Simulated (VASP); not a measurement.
# Au (Fm-3m) in VASP: further runs

The runs below take Au through single point, relaxation of cell and atoms, with PBE, r2SCAN.

All numbers are computed with VASP 6.6.1; they aren't measurements. Logs are shortened: lines on timing, memory, paths and dates and some standing lists are left out, and cuts for length are marked.

## (1) The cell of the first run

The structure is cubic, space group Fm-3m (No. 225). The conventional cell has a = 4.129 Å, b = 4.129 Å, c = 4.129 Å, α = 90.00°, β = 90.00°, γ = 90.00°. Within 3.8 Å of Au (site symmetry m-3m) lie 12 Au at 2.92 Å.

## (2) Single point, PBE

The input, INCAR:

```
ALGO = Normal
EDIFF = 1E-6
ENCUT = 500
GGA = PE
GGA_COMPAT = F
ISIF = 2
ISMEAR = -1
LASPH = T
LCHARG = T
LELF = T
LREAL = F
LVHAR = T
LWAVE = F
NBANDS = 12
NELM = 120
PREC = Accurate
SIGMA = 0.02
```

The input, KPOINTS:

```
k-points
0
Gamma
  10 10 10
```

The input, POSCAR:

```
Au
1.0
    0.0000000000      2.0645742696      2.0645742696
    2.0645742696      0.0000000000      2.0645742696
    2.0645742696      2.0645742696      0.0000000000
Au
1
Direct
    0.0000000000      0.0000000000      0.0000000000
```

Potentials or basis: VASP PAW PBE potentials, release 64 (Au).

The run is started by

```bash
> cat potpaw_PBE.64/Au/POTCAR > POTCAR
> mpirun -np 1 vasp_std > vasp.out
```

OUTCAR:

```text
EDIFF = 1E-6
   ENCUT = 500
   GGA = PE
   ISIF = 2
   ISMEAR = -1
   LASPH = T
   LREAL = F
   NELM = 120
   PREC = Accurate

 ion  position               nearest neighbor table
   1  0.000  0.000  0.000-

  LATTYP: Found a face centered cubic cell.
 ALAT       =     4.1291485392

  Lattice vectors:

 A1 = (   0.0000000000,   2.0645742696,   2.0645742696)
 A2 = (   2.0645742696,   0.0000000000,   2.0645742696)
 A3 = (   2.0645742696,   2.0645742696,   0.0000000000)

Analysis of symmetry for initial positions (statically):
=====================================================================
 Subroutine PRICEL returns:
 Original cell was already a primitive cell.

 Routine SETGRP: Setting up the symmetry group for a
 face centered cubic supercell.

 Subroutine GETGRP returns: Found 48 space group operations
 (whereof 48 operations were pure point group operations)
 out of a pool of 48 trial point group operations.

The static configuration has the point symmetry O_h .

Analysis of symmetry for dynamics (positions and initial velocities):
=====================================================================
 Subroutine PRICEL returns:
 Original cell was already a primitive cell.

 Routine SETGRP: Setting up the symmetry group for a
 face centered cubic supercell.

 Subroutine GETGRP returns: Found 48 space group operations
 (whereof 48 operations were pure point group operations)
 out of a pool of 48 trial point group operations.

The dynamic configuration has the point symmetry O_h .

 Subroutine INISYM returns: Found 48 space group operations
 (whereof 48 operations are pure point group operations),
 and found     1 'primitive' translations

----------------------------------------------------------------------------------------

                                     Primitive cell

  volume of cell :      17.6004

  direct lattice vectors                    reciprocal lattice vectors
     0.000000000  2.064574270  2.064574270    -0.242180680  0.242180680  0.242180680
     2.064574270  0.000000000  2.064574270     0.242180680 -0.242180680  0.242180680
     2.064574270  2.064574270  0.000000000     0.242180680  0.242180680 -0.242180680

  length of vectors
     2.919748933  2.919748933  2.919748933     0.419469242  0.419469242  0.419469242

  position of ions in fractional coordinates (direct lattice)
     0.000000000  0.000000000  0.000000000

  ion indices of the primitive-cell ions
   primitive index   ion index
                 1           1

----------------------------------------------------------------------------------------

 KPOINTS: k-points

Automatic generation of k-mesh.
 Grid dimensions read from file:
 generate k-points for:   10   10   10

 Generating k-lattice:

  Cartesian coordinates                     Fractional coordinates (reciprocal lattice)
    -0.024218068  0.024218068  0.024218068     0.100000000  0.000000000  0.000000000
     0.024218068 -0.024218068  0.024218068     0.000000000  0.100000000  0.000000000
     0.024218068  0.024218068 -0.024218068     0.000000000  0.000000000  0.100000000

  Length of vectors
     0.041946924  0.041946924  0.041946924

  Shift w.r.t. Gamma in fractional coordinates (k-lattice)
     0.000000000  0.000000000  0.000000000

 Subroutine IBZKPT returns following result:
 ===========================================

 Found     47 irreducible k-points:

 Following reciprocal coordinates:
            Coordinates               Weight
  0.000000  0.000000  0.000000      1.000000
  0.100000  0.000000  0.000000      8.000000
  0.200000  0.000000  0.000000      8.000000
  0.300000  0.000000  0.000000      8.000000
  0.400000  0.000000  0.000000      8.000000
  0.500000  0.000000  0.000000      4.000000
[... 16 lines left out ...]
  0.300000  0.300000  0.000000      6.000000
  0.400000  0.300000  0.000000     24.000000
 [... further k-points ...]
   k-points           NKPTS =     47   k-points in BZ     NKDIM =     47   number of bands    NBANDS=     12
   number of dos      NEDOS =    301   number of ions     NIONS =      1
   total plane-waves  NPLWV =  13824
   dimension x,y,z NGX =    24 NGY =   24 NGZ =   24
   dimension x,y,z NGXF=    48 NGYF=   48 NGZF=   48
   ions per type =               1
   NGX,Y,Z   is equivalent  to a cutoff of  13.67, 13.67, 13.67 a.u.
   NGXF,Y,Z  is equivalent  to a cutoff of  27.33, 27.33, 27.33 a.u.
 SYSTEM =  unknown system
   PREC   = accura    normal or accurate (medium, high low for compatibility)
   ISTART =      0    job   : 0-new  1-cont  2-samecut
   ICHARG =      2    charge: 1-file 2-atom 10-const
   ISPIN  =      1    spin polarized calculation?
   LNONCOLLINEAR =      F non collinear calculations
   LSORBIT =      F    spin-orbit coupling
   LASPH  =      T    aspherical Exc in radial PAW
   ENCUT  =  500.0 eV  36.75 Ry    6.06 a.u.   5.32  5.32  5.32*2*pi/ulx,y,z
   NELM   =    120;   NELMIN=  2; NELMDL= -5     # of ELM steps
   EDIFF  = 0.1E-05   stopping-criterion for ELM
   LREAL  =      F    real-space projection
   EDIFFG = 0.1E-04   stopping-criterion for IOM
   NSW    =      0    number of steps for IOM
   IBRION =     -1    ionic relax: 0-MD 1-quasi-New 2-CG
   NFREE  =      0    steps in history (QN), initial steepest desc. (CG)
   ISIF   =      2    stress and relaxation
   ISYM   =      2    0-nonsym 1-usesym 2-fastsym
   POTIM  = 0.5000    time-step for ionic-motion
   TEBEG  =    0.0;   TEEND  =   0.0 temperature during run
   PSTRESS=    0.0 pullay stress
   NELECT =      11.0000    total number of electrons
   NUPDOWN=      -1.0000    fix difference up-down
   EMIN   =  10.00;   EMAX   =-10.00  energy-range for DOS
   EFERMI =   0.00;   METHOD = LEGACY
   ISMEAR =    -1;   SIGMA  =   0.02  broadening in eV -4-tet -1-fermi 0-gaus
   EFERMI_NEDOS =   21; number of points for ismear=-14 and -15
   IALGO  =     38    algorithm
   IMIX   =      4    mixing-type and parameters
     AMIX     =   0.40;   BMIX     =  1.00
     AMIX_MAG =   1.60;   BMIX_MAG =  1.00
  volume/ion in A,a.u.               =      17.60       118.77
  Fermi-wavevector in a.u.,A,eV,Ry     =   1.399690  2.645031 26.655613  1.959132
  Thomas-Fermi vector in A             =   2.522725
   LORBIT       =      0    0 simple, 1 ext, 2 COOP (PROOUT), +10 PAW based schemes
   GGA     = PE    functional components
   LHFCALC =     F    Hartree Fock is set to
   AEXX    =    0.0000 exact exchange contribution
   IVDW    =     0    specifies the selected vdW correction
   LEPSILON=     F    determine dielectric tensor
   LRPA    =     F    only Hartree local field effects (RPA)
 non-spin polarized calculation
  energy-cutoff  :      500.00
  volume of cell :       17.60
 maximum number of plane-waves:       459
 NGX is ok and might be reduce to    24
   NGX = 11   NGY = 11   NGZ = 11

 number of electron      11.0000001 magnetization

 Free energy of the ion-electron system (eV)
  ---------------------------------------------------
  ext. energy  EPLUGINS =         0.00000000
  ---------------------------------------------------
  free energy    TOTEN  =        -3.19789302 eV

  energy without entropy =       -3.19704550  energy(sigma->0) =       -3.19746926

 E-fermi :   8.9688     XC(G=0): -12.5228

 val. band max:        8.7758528254   @ k =   0.5000   0.2000   0.1000
 cond. band min:       9.0053104715   @ k =   0.5000   0.3000   0.1000
 fundamental gap:      0.2294576461
 Fermi energy:         8.9687569449

 k-point     1 :       0.0000    0.0000    0.0000
  band No.  band energies     occupation
      1      -0.5727      2.00000
      2       4.4295      2.00000
      3       4.4295      2.00000
      4       4.4295      2.00000
      5       5.8611      2.00000
      6       5.8611      2.00000
      7      23.5075      0.00000
      8      27.3219      0.00000
      9      27.3219      0.00000
     10      27.3219      0.00000
     11      32.1225      0.00000
     12      36.4194      0.00000

 k-point     2 :       0.1000    0.0000    0.0000
  band No.  band energies     occupation
      1      -0.2379      2.00000
      2       4.3310      2.00000
      3       4.5366      2.00000
      4       4.5366      2.00000
      5       5.8188      2.00000
      6       5.8188      2.00000
      7      23.8335      0.00000
      8      25.4473      0.00000
      9      27.6923      0.00000
     10      27.6923      0.00000
     11      32.6028      0.00000
     12      34.7911      0.00000

 k-point     3 :       0.2000    0.0000    0.0000
  band No.  band energies     occupation
      1       0.6595      2.00000
      2       4.2086      2.00000
      3       4.6996      2.00000
      4       4.6996      2.00000
      5       5.8608      2.00000
      6       5.8608      2.00000
      7      21.8067      0.00000
      8      24.6308      0.00000
      9      28.4747      0.00000
     10      28.4747      0.00000
     11      30.5001      0.00000
     12      32.3743      0.00000
[... 286 lines left out ...]
 k-point    23 :       0.3000    0.3000    0.0000
  band No.  band energies     occupation
      1       2.2675      2.00000
      2       3.0782      2.00000
      3       5.4752      2.00000
      4       6.0420      2.00000
      5       6.0420      2.00000
      6       6.5533      2.00000
      7      22.0655      0.00000
      8      22.0655      0.00000
      9      22.5410      0.00000
     10      25.0879      0.00000
     11      26.8216      0.00000
     12      35.7503      0.00000

 k-point    24 :       0.4000    0.3000    0.0000
  band No.  band energies     occupation
      1       2.5236      2.00000
      2       2.9505      2.00000
      3       5.4959      2.00000
      4       6.1434      2.00000
      5       6.9264      2.00000
      6       7.5583      2.00000
      7      18.5375      0.00000
      8      20.8209      0.00000
      9      21.1088      0.00000
     10      25.9875      0.00000
     11      28.1643      0.00000
     12      35.8451      0.00000

 [... further k-points ...]
[... 5 lines left out ...]
  --------------------------------------------------------------------------------------
  -------------------------------------------------------------------------------------
  Total        0.3733324      0.3733324      0.3733324      0.0000000     -0.0000000      0.0000000
  in kB       33.9847970     33.9847970     33.9847970      0.0000000     -0.0000000      0.0000000
  external PRESSURE =      33.9847970 kB  Pullay stress =       0.0000000 kB

 VOLUME and BASIS-vectors are now :
 -----------------------------------------------------------------------------
  energy-cutoff  :      500.00
  volume of cell :       17.60
      direct lattice vectors                 reciprocal lattice vectors
     0.000000000  2.064574270  2.064574270    -0.242180680  0.242180680  0.242180680
     2.064574270  0.000000000  2.064574270     0.242180680 -0.242180680  0.242180680
     2.064574270  2.064574270  0.000000000     0.242180680  0.242180680 -0.242180680

 POSITION                                       TOTAL-FORCE (eV/Angst)
 -----------------------------------------------------------------------------------
      0.00000      0.00000      0.00000         0.000000      0.000000      0.000000
 -----------------------------------------------------------------------------------
    total drift:                               -0.000000      0.000000      0.000000

  FREE ENERGIE OF THE ION-ELECTRON SYSTEM (eV)
  ---------------------------------------------------
  free  energy   TOTEN  =        -3.1978930247 eV

  energy  without entropy=       -3.1970455043  energy(sigma->0) =       -3.19746926
```

It took 5.5 s on 1 thread of Intel Xeon Platinum 8488C (Sapphire Rapids), shared host; peak memory 0.14 GiB.

Results:

```yaml
Free_energy: -3.1979 eV
Pressure: 3.4 GPa
```

Caveat: spin-orbit coupling is left out, which moves the levels of the heavy elements.

## (3) Single point, PBE

This run uses another cell than the first one, of 18.04 Å³/atom, 1.025 times its volume.

The input, INCAR:

```
SYSTEM = Au
PREC = Accurate
ENCUT = 500
EDIFF = 1E-6
ISMEAR = -1
SIGMA = 0.02
LREAL = .FALSE.
LASPH = .TRUE.
NELM = 120
ALGO = Normal
ISIF = 2
LWAVE = .FALSE.
LCHARG = .FALSE.
GGA = PE
NBANDS = 12
GGA_COMPAT = .FALSE.
```

The input, KPOINTS:

```
Automatic mesh
0
G
  10 10 10
  0 0 0
```

The input, POSCAR:

```
Au
1.0
    0.0000000000      2.0815363732      2.0815363732
    2.0815363732      0.0000000000      2.0815363732
    2.0815363732      2.0815363732      0.0000000000
Au
1
Direct
    0.0000000000      0.0000000000      0.0000000000
```

Potentials or basis: VASP PAW PBE potentials, release 64 (Au).

The run is started by

```bash
> cat potpaw_PBE.64/Au/POTCAR > POTCAR
> mpirun -np 1 vasp_std > vasp.out
```

It took 4.9 s on 1 thread of Intel Xeon Platinum 8488C (Sapphire Rapids), shared host; peak memory 0.14 GiB.

Results (log left out):

```
Free energy : -3.2024 eV
Pressure    : -0.2 GPa
```

Levels at points of the mesh, in eV from the Fermi level:
```csv
k point,band 3,band 4,band 5,band 6,band 7,band 8,band 9,band 10
"(0.00, 0.00, 0.00)",-4.40,-4.40,-3.03,-3.03,14.58,18.25,18.25,18.25
"(0.50, 0.00, 0.00)",-4.43,-1.94,-1.94,-0.70,2.77,14.02,16.70,16.70
"(0.50, 0.50, 0.00)",-1.98,-1.65,-1.65,1.18,5.32,9.84,9.84,16.60
```

Caveat: spin-orbit coupling is left out, which moves the levels of the heavy elements.

## (4) Single point, r2SCAN

The input, POSCAR:

```
Au
1.0
    0.0000000000      2.0645742696      2.0645742696
    2.0645742696      0.0000000000      2.0645742696
    2.0645742696      2.0645742696      0.0000000000
Au
1
Direct
    0.0000000000      0.0000000000      0.0000000000
```

The input, INCAR.step1:

```
PREC = Accurate
ENCUT = 550
ISMEAR = -1
SIGMA = 0.02
LREAL = False
LASPH = True
NELM = 120
NBANDS = 12
GGA = PE
ALGO = Normal
EDIFF = 1E-5
LWAVE = True
LCHARG = False
GGA_COMPAT = False
```

The input, INCAR.step2:

```
PREC = Accurate
ENCUT = 550
EDIFF = 1E-6
ISMEAR = -1
SIGMA = 0.02
LREAL = False
LASPH = True
NELM = 120
ALGO = Normal
ISIF = 2
LWAVE = False
LCHARG = False
METAGGA = R2SCAN
LMIXTAU = True
NBANDS = 12
ISTART = 1
GGA_COMPAT = False
```

The input, KPOINTS:

```
Automatic mesh
0
Gamma
  10 10 10
```

The run is started by

```bash
> cat potpaw_PBE.64/Au/POTCAR > POTCAR
> cp INCAR.step1 INCAR
> mpirun -np 1 vasp_std > vasp.out
> cp INCAR.step2 INCAR
> mpirun -np 1 vasp_std > vasp.out
```

Run time: 20 s. Hardware: 1 thread of Intel Xeon Platinum 8488C (Sapphire Rapids), shared host; peak memory 0.15 GiB.

It converged, with:

| Property | Result |
| --- | --- |
| Free energy | -50.5755 eV |
| Pressure | 0.3 GPa |

Levels at points of the mesh, in eV from the Fermi level:
```tsv
k point	band 4	band 5	band 6	band 7	band 8	band 9
(0.00, 0.00, 0.00)	-4.79	-3.34	-3.34	15.34	19.23	19.23
(0.50, 0.00, 0.00)	-2.16	-2.16	-0.66	2.98	14.82	17.65
(0.50, 0.50, 0.00)	-1.84	-1.84	1.27	5.72	10.41	10.41
```

Caveat: the PAW data sets were made with another functional, which shifts forces and pressure a little; spin-orbit coupling is left out, which moves the levels of the heavy elements.

## (5) Relaxation of cell and atoms, PBE

This run uses another cell than the first one, of 16.85 Å³/atom, 0.958 times its volume.

The input, INCAR:

```
PREC     = Accurate       # precision mode
ENCUT    = 500            # plane-wave cutoff, eV
EDIFF    = 1E-7           # SCF threshold, eV
ISMEAR   = -1             # smearing method
SIGMA    = 0.02           # smearing width, eV
LREAL    = F              # projectors in reciprocal space
LASPH    = T              # aspherical terms in the spheres
NELM     = 120            # most SCF steps
ALGO     = Normal         # electronic algorithm
ISIF     = 3              # what is computed and relaxed
LWAVE    = F              # write WAVECAR
LCHARG   = F              # write CHGCAR
GGA      = PE             # functional
IBRION   = 2              # ionic algorithm
NSW      = 80             # ionic steps
EDIFFG   = -0.005         # ionic threshold
GGA_COMPAT= F            
NELMIN   = 4
```

The input, KPOINTS:

```
regular mesh
0
Gamma
  10 10 10
```

The input, POSCAR:

```
Au
1.0
    0.0000000000      2.0350000000      2.0350000000
    2.0350000000      0.0000000000      2.0350000000
    2.0350000000      2.0350000000      0.0000000000
Au
1
Direct
    0.0000000000      0.0000000000      0.0000000000
```

The run is started by

```bash
> cat potpaw_PBE.64/Au/POTCAR > POTCAR
> mpirun -np 1 vasp_std > vasp.out
```

Run time: 11 s. Hardware: 1 thread of Intel Xeon Platinum 8488C (Sapphire Rapids), shared host; peak memory 0.15 GiB.

The run converged. Its results:

| Quantity | Value |
| --- | --- |
| Free energy | -3.2016 eV |
| Relaxed volume | 18.01 Å³/atom |
| Relaxed cell | a = 2.942 Å, b = 2.942 Å, c = 2.942 Å, α = 60.00°, β = 60.00°, γ = 60.00° |
| Space group after relaxing (to 0.05 Å) | Fm-3m (No. 225) |
| Energy gained by relaxing | 37.0 meV/atom |
| Ionic steps | 4 |
| Pressure after relaxing | 0.0 GPa |

Step by step:
```csv
step,energy change (eV),largest force (eV/Å),pressure (GPa),volume (Å³)
1,0.0000,0.0000,11.00,16.85
2,0.0272,0.0000,-10.06,19.84
3,-0.0370,0.0000,-0.20,18.04
4,-0.0370,0.0000,-0.03,18.01
```

Final structure:
```cif
data_structure
_symmetry_space_group_name_H-M 'P 1'
_symmetry_Int_Tables_number 1
_cell_length_a 2.9425
_cell_length_b 2.9425
_cell_length_c 2.9425
_cell_angle_alpha 60.000
_cell_angle_beta 60.000
_cell_angle_gamma 60.000
_cell_volume 18.01
loop_
_atom_site_label
_atom_site_type_symbol
_atom_site_fract_x
_atom_site_fract_y
_atom_site_fract_z
_atom_site_occupancy
Au1 Au 0.00000 0.00000 0.00000 1
```

Levels at points of the mesh, in eV from the Fermi level:
```tsv
k point	band 4	band 5	band 6	band 7	band 8	band 9
(0.00, 0.00, 0.00)	-4.41	-3.03	-3.03	14.58	18.26	18.26
(0.50, 0.00, 0.00)	-1.94	-1.94	-0.71	2.78	14.02	16.70
(0.50, 0.50, 0.00)	-1.65	-1.65	1.17	5.33	9.84	9.84
```

Caveat: spin-orbit coupling is left out, which moves the levels of the heavy elements. Zero-point motion and thermal expansion aren't in these numbers.

(Continued in part 2 of 2.)
